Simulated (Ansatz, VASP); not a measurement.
**Two plane-wave programs on Al3GaN4**

File INCAR:

```
ALGO = Normal
EDIFF = 1E-7
ENCUT = 520
GGA = PS
ISIF = 2
ISMEAR = 0
LASPH = T
LCHARG = T
LELF = T
LREAL = F
LVHAR = T
LWAVE = F
NBANDS = 31
NELM = 100
PREC = Accurate
SIGMA = 0.05
```

KPOINTS

```
k-points
0
Gamma
  6 8 4
```

The input POSCAR:

```
Al3GaN4
1.0
    5.0434079743      0.0000000000      0.0001149899
    0.0000000000      3.1300738979      0.0000000000
   -0.0032362578      0.0000000000      5.4179919454
Al Ga N
3 1 4
Direct
    0.5082951646      0.5000000000      0.1727006781
    0.0009207031      0.5000000000      0.8348055926
    0.0010880657      0.0000000000      0.3316926346
    0.4994217128      0.0000000000      0.6662009018
    0.1111724737      0.0000000000      0.6663292504
    0.1224543244      0.5000000000      0.1671578642
    0.6251234792      0.5000000000      0.8401923549
    0.6231881982      0.0000000000      0.3262928352
```

Input for Ansatz:

```yaml
crystal:
  lattice:
    - [5.0434079743, 0.0, 0.0001149899]
    - [0.0, 3.1300738979, 0.0]
    - [-0.0032362578, 0.0, 5.4179919454]
  atoms:
    - { symbol: Al, position: [0.5082951646, 0.5, 0.1727006781] }
    - { symbol: Al, position: [0.0009207031, 0.5, 0.8348055926] }
    - { symbol: Al, position: [0.0010880657, 0.0, 0.3316926346] }
    - { symbol: Ga, position: [0.4994217128, 0.0, 0.6662009018] }
    - { symbol: "N", position: [0.1111724737, 0.0, 0.6663292504] }
    - { symbol: "N", position: [0.1224543244, 0.5, 0.1671578642] }
    - { symbol: "N", position: [0.6251234792, 0.5, 0.8401923549] }
    - { symbol: "N", position: [0.6231881982, 0.0, 0.3262928352] }
basis:
  ecutwfc: 420
kpoints:
  mp_grid: { grid: [6, 8, 4] }
hamiltonian:
  xc: pbesol
scf:
  occupations: { method: gaussian, width: 0.05 }
output:
  forces: true
  stress: true
  eigenvalues: true
```

Alike in both runs: task single point; functional PBEsol; k mesh 6 × 8 × 4; occupations gaussian, width 0.05 eV; no spin polarisation.

```csv
,VASP,Ansatz
version,VASP 6.6.1,Ansatz 0.2.0
potentials or method,"VASP PAW PBE potentials, release 64 (Al, Ga_d, N), cutoff 520 eV","scalar-relativistic, plane waves, PAW"
valence electrons in the cell,42,42
```

|  | VASP | Ansatz | Ansatz less VASP |
| --- | --- | --- | --- |
| gap on the k mesh at the Fermi level (eV) | 3.45 | 3.43 | -0.017 |
| least direct gap on the mesh (eV) | 3.45 | 3.43 | -0.017 |
| pressure (GPa) | 0.0 | 0.1 | +0.07 |
| traceless stress, the component that is largest in VASP (GPa) | 0.96 | 0.96 | -0.003 |
| rms of the force components (eV/Å) | 0.234 | 0.232 | -0.0015 |

VASP's potentials were made for PBE, not for PBEsol. Atom by atom the forces differ by 0.004 eV/Å (rms over components).
